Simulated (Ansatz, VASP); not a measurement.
# MgO: VASP beside Ansatz

```
Mg O
1.0
     0.00000    2.10521    2.10521
     2.10521    0.00000    2.10521
     2.10521    2.10521    0.00000
Mg O
1 1
Direct
  0.00000 0.00000 0.00000
  0.50000 0.50000 0.50000
```

Alike in both runs: task single point; functional PBE; k mesh 8 × 8 × 8; occupations fermi-dirac, width 0.03 eV; no spin polarisation.

|  | VASP | Ansatz |
| --- | --- | --- |
| version | VASP 6.6.1 | Ansatz 0.2.0 |
| potentials or method | VASP PAW PBE potentials, release 64 (Mg_sv, O), cutoff 840 eV | PAW, plane waves, scalar-relativistic |
| valence electrons in the cell | 16 | 16 |

|  | VASP | Ansatz | Ansatz less VASP |
| --- | --- | --- | --- |
| pressure (GPa) | 5.0 | 4.9 | -0.11 |
